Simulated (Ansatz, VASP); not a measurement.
# One calculation of Hg, two programs

```xyz
1
Lattice="-1.9145 1.9145 1.9145 1.9145 -1.9145 1.9145 1.9145 1.9145 -1.9145" Properties=species:S:1:pos:R:3 pbc="T T T"
Hg    0.0000    0.0000    0.0000
```

Alike in both runs: task single point; functional r2SCAN; k mesh 8 × 8 × 8; occupations gaussian, width 0.05 eV; non-collinear spin, spin-orbit coupling.

|  | VASP | Ansatz |
| --- | --- | --- |
| version | VASP 6.6.1 | Ansatz 0.2.0 |
| potentials or method | VASP PAW PBE potentials, release 64 (Hg), cutoff 520 eV | plane waves, PAW |
| valence electrons in the cell | 12 | 20 |

```tsv
	VASP	Ansatz	Ansatz less VASP
pressure (GPa)	-1.4	-1.7	-0.39
net moment per atom (μB)	0.00	0.00	0.000
```

VASP's potentials were made for PBE, not for r2SCAN. With one functional, cell and mesh, what is left measures potentials, basis and numerics. VASP's potentials hold 12 valence electrons a cell and Ansatz's 20, so a difference there can come from the potentials and not from the codes.
